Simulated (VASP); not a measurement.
# TePb2S (P4/mmm) in VASP: single point with LDA

Aim: the single point of TePb2S with LDA.

Program: VASP 6.6.1. These are calculated values, not measurements. Logs are shortened: lines on timing, memory, paths and dates and some standing lists are left out, and cuts for length are marked.

**1. The cell of the first run**

Symmetry: P4/mmm, No. 123, tetragonal system. Conventional cell: a = 4.474 Å, b = 4.474 Å, c = 6.351 Å, α = 90.00°, β = 90.00°, γ = 90.00°. Within 4.2 Å of Te (site symmetry 4/mmm) lie 6 Pb at 3.16 to 3.18 Å. Pb (site symmetry 4/mmm) has 4 Te at 3.16 Å and 2 S at 3.18 Å within 4.2 Å. Pb (site symmetry 4/mmm) has 4 S at 3.16 Å and 2 Te at 3.18 Å within 4.2 Å. Within 4.2 Å of S (site symmetry 4/mmm) lie 6 Pb at 3.16 to 3.18 Å.

**2. Single point, LDA**

Contents of INCAR:

```
PREC = Accurate ; ENCUT = 500
EDIFF = 1E-6 ; ISMEAR = 0
SIGMA = 0.01 ; LREAL = F
LASPH = T ; NELM = 120
ALGO = Normal ; ISIF = 2
LWAVE = F ; LCHARG = T
GGA = CA ; LELF = T
LVHAR = T ; NBANDS = 28
GGA_COMPAT = F
```

Contents of KPOINTS:

```
regular mesh
0
Gamma
  4 4 4
```

Contents of POSCAR:

```
TePb2S
1.0
    4.4744940000      0.0000000000      0.0000000000
    0.0000000000      4.4744940000      0.0000000000
    0.0000000000      0.0000000000      6.3508530000
Te Pb S
1 2 1
Direct
    0.5000000000      0.5000000000      0.0000000000
    0.0000000000      0.0000000000      0.0000000000
    0.5000000000      0.5000000000      0.5000000000
    0.0000000000      0.0000000000      0.5000000000
```

Potentials or basis: VASP PAW LDA potentials, release 64 (Te, Pb_d, S).

Started as:

```bash
cat potpaw_LDA.64/Te/POTCAR potpaw_LDA.64/Pb_d/POTCAR potpaw_LDA.64/S/POTCAR > POTCAR
mpirun -np 1 vasp_std > vasp.out
```

OUTCAR:

```text
PREC = Accurate
   ENCUT = 500
   EDIFF = 1E-6
   ISMEAR = 0
   LREAL = F
   LASPH = T
   NELM = 120
   ISIF = 2
   GGA = CA

 ion  position               nearest neighbor table
   1  0.500  0.500  0.000-   2 3.16   2 3.16   2 3.16   2 3.16   3 3.18   3 3.18
   2  0.000  0.000  0.000-   1 3.16   1 3.16   1 3.16   1 3.16   4 3.18   4 3.18
   3  0.500  0.500  0.500-   4 3.16   4 3.16   4 3.16   4 3.16   1 3.18   1 3.18
   4  0.000  0.000  0.500-   3 3.16   3 3.16   3 3.16   3 3.16   2 3.18   2 3.18

  LATTYP: Found a simple tetragonal cell.
 ALAT       =     4.4744940000
 C/A-ratio  =     1.4193455171

  Lattice vectors:

 A1 = (   4.4744940000,   0.0000000000,   0.0000000000)
 A2 = (   0.0000000000,   4.4744940000,   0.0000000000)
 A3 = (   0.0000000000,   0.0000000000,   6.3508530000)

Analysis of symmetry for initial positions (statically):
=====================================================================
 Subroutine PRICEL returns:
 Original cell was already a primitive cell.

 Routine SETGRP: Setting up the symmetry group for a
 simple tetragonal supercell.

 Subroutine GETGRP returns: Found 16 space group operations
 (whereof 16 operations were pure point group operations)
 out of a pool of 16 trial point group operations.

The static configuration has the point symmetry D_4h.

Analysis of symmetry for dynamics (positions and initial velocities):
=====================================================================
 Subroutine PRICEL returns:
 Original cell was already a primitive cell.

 Routine SETGRP: Setting up the symmetry group for a
 simple tetragonal supercell.

 Subroutine GETGRP returns: Found 16 space group operations
 (whereof 16 operations were pure point group operations)
 out of a pool of 16 trial point group operations.

The dynamic configuration has the point symmetry D_4h.

 Subroutine INISYM returns: Found 16 space group operations
 (whereof 16 operations are pure point group operations),
 and found     1 'primitive' translations

----------------------------------------------------------------------------------------

                                     Primitive cell

  volume of cell :     127.1510

  direct lattice vectors                    reciprocal lattice vectors
     4.474494000  0.000000000  0.000000000     0.223488958  0.000000000  0.000000000
     0.000000000  4.474494000  0.000000000     0.000000000  0.223488958  0.000000000
     0.000000000  0.000000000  6.350853000     0.000000000  0.000000000  0.157459163

  length of vectors
     4.474494000  4.474494000  6.350853000     0.223488958  0.223488958  0.157459163

  position of ions in fractional coordinates (direct lattice)
     0.500000000  0.500000000  0.000000000
     0.000000000  0.000000000  0.000000000
     0.500000000  0.500000000  0.500000000
     0.000000000  0.000000000  0.500000000

  ion indices of the primitive-cell ions
   primitive index   ion index
                 1           1
                 2           2
                 3           3
                 4           4

----------------------------------------------------------------------------------------

 KPOINTS: regular mesh

Automatic generation of k-mesh.
 Grid dimensions read from file:
 generate k-points for:    4    4    4

 Generating k-lattice:

  Cartesian coordinates                     Fractional coordinates (reciprocal lattice)
     0.055872239  0.000000000  0.000000000     0.250000000  0.000000000  0.000000000
     0.000000000  0.055872239  0.000000000     0.000000000  0.250000000  0.000000000
     0.000000000  0.000000000  0.039364791     0.000000000  0.000000000  0.250000000

  Length of vectors
     0.055872239  0.055872239  0.039364791

  Shift w.r.t. Gamma in fractional coordinates (k-lattice)
     0.000000000  0.000000000  0.000000000

 Subroutine IBZKPT returns following result:
 ===========================================

 Found     18 irreducible k-points:

 Following reciprocal coordinates:
            Coordinates               Weight
  0.000000  0.000000  0.000000      1.000000
  0.250000  0.000000  0.000000      4.000000
  0.500000  0.000000  0.000000      2.000000
  0.250000  0.250000  0.000000      4.000000
  0.500000  0.250000  0.000000      4.000000
  0.500000  0.500000  0.000000      1.000000
[... 10 lines left out ...]
  0.500000  0.250000  0.500000      4.000000
  0.500000  0.500000  0.500000      1.000000
   k-points           NKPTS =     18   k-points in BZ     NKDIM =     18   number of bands    NBANDS=     28
   number of dos      NEDOS =    301   number of ions     NIONS =      4
   total plane-waves  NPLWV =  62208
   dimension x,y,z NGX =    36 NGY =   36 NGZ =   48
   dimension x,y,z NGXF=    72 NGYF=   72 NGZF=   96
   ions per type =               1   2   1
   NGX,Y,Z   is equivalent  to a cutoff of  13.38, 13.38, 12.56 a.u.
   NGXF,Y,Z  is equivalent  to a cutoff of  26.75, 26.75, 25.13 a.u.
 SYSTEM =  unknown system
   PREC   = accura    normal or accurate (medium, high low for compatibility)
   ISTART =      0    job   : 0-new  1-cont  2-samecut
   ICHARG =      2    charge: 1-file 2-atom 10-const
   ISPIN  =      1    spin polarized calculation?
   LNONCOLLINEAR =      F non collinear calculations
   LSORBIT =      F    spin-orbit coupling
   LASPH  =      T    aspherical Exc in radial PAW
   ENCUT  =  500.0 eV  36.75 Ry    6.06 a.u.   8.16  8.16 11.58*2*pi/ulx,y,z
   NELM   =    120;   NELMIN=  2; NELMDL= -5     # of ELM steps
   EDIFF  = 0.1E-05   stopping-criterion for ELM
   LREAL  =      F    real-space projection
   EDIFFG = 0.1E-04   stopping-criterion for IOM
   NSW    =      0    number of steps for IOM
   IBRION =     -1    ionic relax: 0-MD 1-quasi-New 2-CG
   NFREE  =      0    steps in history (QN), initial steepest desc. (CG)
   ISIF   =      2    stress and relaxation
   ISYM   =      2    0-nonsym 1-usesym 2-fastsym
   POTIM  = 0.5000    time-step for ionic-motion
   TEBEG  =    0.0;   TEEND  =   0.0 temperature during run
   PSTRESS=    0.0 pullay stress
   NELECT =      40.0000    total number of electrons
   NUPDOWN=      -1.0000    fix difference up-down
   EMIN   =  10.00;   EMAX   =-10.00  energy-range for DOS
   EFERMI =   0.00;   METHOD = LEGACY
   ISMEAR =     0;   SIGMA  =   0.01  broadening in eV -4-tet -1-fermi 0-gaus
   EFERMI_NEDOS =   21; number of points for ismear=-14 and -15
   IALGO  =     38    algorithm
   IMIX   =      4    mixing-type and parameters
     AMIX     =   0.40;   BMIX     =  1.00
     AMIX_MAG =   1.60;   BMIX_MAG =  1.00
  volume/ion in A,a.u.               =      31.79       214.51
  Fermi-wavevector in a.u.,A,eV,Ry     =   1.113409  2.104039 16.866875  1.239680
  Thomas-Fermi vector in A             =   2.249994
   LORBIT       =      0    0 simple, 1 ext, 2 COOP (PROOUT), +10 PAW based schemes
   GGA     = CA    functional components
   LHFCALC =     F    Hartree Fock is set to
   AEXX    =    0.0000 exact exchange contribution
   IVDW    =     0    specifies the selected vdW correction
   LEPSILON=     F    determine dielectric tensor
   LRPA    =     F    only Hartree local field effects (RPA)
 non-spin polarized calculation
 Gauss-broadening in eV      SIGMA  =   0.01
  energy-cutoff  :      500.00
  volume of cell :      127.15
 maximum number of plane-waves:      3252
 NGX is ok and might be reduce to    36
   NGX = 17   NGY = 17   NGZ = 23

 number of electron      40.0000001 magnetization

 Free energy of the ion-electron system (eV)
  ---------------------------------------------------
  ext. energy  EPLUGINS =         0.00000000
  ---------------------------------------------------
  free energy    TOTEN  =       -18.24141574 eV

  energy without entropy =      -18.24141478  energy(sigma->0) =      -18.24141526

 E-fermi :   4.8574     XC(G=0):  -9.5026

 val. band max:        4.8331009567   @ k =   0.5000   0.0000   0.5000
 cond. band min:       4.8817159942   @ k =   0.5000   0.0000   0.5000
 fundamental gap:      0.0486150374
 Fermi energy:         4.8574084741

 k-point     1 :       0.0000    0.0000    0.0000
  band No.  band energies     occupation
      1     -12.0225      2.00000
      2     -11.9492      2.00000
      3     -11.9479      2.00000
      4     -11.9479      2.00000
      5     -11.9441      2.00000
      6     -11.9337      2.00000
[... 20 lines left out ...]
     27      10.7555      0.00000
     28      11.0493      0.00000

 k-point     2 :       0.2500    0.0000    0.0000
  band No.  band energies     occupation
      1     -12.0081      2.00000
      2     -11.9542      2.00000
      3     -11.9489      2.00000
      4     -11.9450      2.00000
      5     -11.9391      2.00000
      6     -11.9347      2.00000
[... 20 lines left out ...]
     27      10.3540      0.00000
     28      10.8988      0.00000

 k-point     3 :       0.5000    0.0000    0.0000
  band No.  band energies     occupation
      1     -11.9936      2.00000
      2     -11.9646      2.00000
      3     -11.9497      2.00000
      4     -11.9419      2.00000
      5     -11.9376      2.00000
      6     -11.9333      2.00000
[... 20 lines left out ...]
     27      12.0135      0.00000
     28      12.3196      0.00000

 k-point     4 :       0.2500    0.2500    0.0000
  band No.  band energies     occupation
      1     -12.0106      2.00000
      2     -11.9608      2.00000
      3     -11.9528      2.00000
      4     -11.9461      2.00000
      5     -11.9438      2.00000
      6     -11.9299      2.00000
[... 392 lines left out ...]
     27      11.9541      0.00000
     28      12.2171      0.00000

 k-point    17 :       0.5000    0.2500    0.5000
  band No.  band energies     occupation
      1     -11.9910      2.00000
      2     -11.9811      2.00000
      3     -11.9514      2.00000
      4     -11.9508      2.00000
      5     -11.9432      2.00000
      6     -11.9217      2.00000
[... 20 lines left out ...]
     27      11.9602      0.00000
     28      12.0212      0.00000

 k-point    18 :       0.5000    0.5000    0.5000
  band No.  band energies     occupation
      1     -12.0116      2.00000
      2     -11.9760      2.00000
      3     -11.9654      2.00000
      4     -11.9493      2.00000
      5     -11.9493      2.00000
      6     -11.9114      2.00000
[... 20 lines left out ...]
     27      11.8177      0.00000
     28      11.8177      0.00000

------------------------ aborting loop because EDIFF is reached ----------------------------------------

  FORCE on cell =-STRESS in cart. coord.  units (eV):
  Direction    XX          YY          ZZ          XY          YZ          ZX
  --------------------------------------------------------------------------------------
  -------------------------------------------------------------------------------------
  Total       -3.0839056     -3.0839056     -3.2953423      0.0000000     -0.0000000      0.0000000
  in kB      -38.8590103    -38.8590103    -41.5232368      0.0000000     -0.0000000      0.0000000
  external PRESSURE =     -39.7470858 kB  Pullay stress =       0.0000000 kB

 VOLUME and BASIS-vectors are now :
 -----------------------------------------------------------------------------
  energy-cutoff  :      500.00
  volume of cell :      127.15
      direct lattice vectors                 reciprocal lattice vectors
     4.474494000  0.000000000  0.000000000     0.223488958  0.000000000  0.000000000
     0.000000000  4.474494000  0.000000000     0.000000000  0.223488958  0.000000000
     0.000000000  0.000000000  6.350853000     0.000000000  0.000000000  0.157459163

 POSITION                                       TOTAL-FORCE (eV/Angst)
 -----------------------------------------------------------------------------------
      2.23725      2.23725      0.00000         0.000000      0.000000      0.000000
      0.00000      0.00000      0.00000         0.000000      0.000000      0.000000
      2.23725      2.23725      3.17543         0.000000      0.000000      0.000000
      0.00000      0.00000      3.17543         0.000000      0.000000      0.000000
 -----------------------------------------------------------------------------------
    total drift:                                0.000000      0.000000      0.000000

  FREE ENERGIE OF THE ION-ELECTRON SYSTEM (eV)
  ---------------------------------------------------
  free  energy   TOTEN  =       -18.2414157410 eV

  energy  without entropy=      -18.2414147833  energy(sigma->0) =      -18.24141526
```

It used 85 s of CPU time on 1 thread of Intel Xeon 8259CL, on a shared host.

Results:

| Quantity | Value |
| --- | --- |
| Free energy | -18.2414 eV |
| Pressure | -4.0 GPa |
| Band gap on the k mesh | 0.05 eV |

Caveat: the cell stands under tension; spin-orbit coupling is left out, which moves the levels of the heavy elements. A k mesh can miss the band edges.
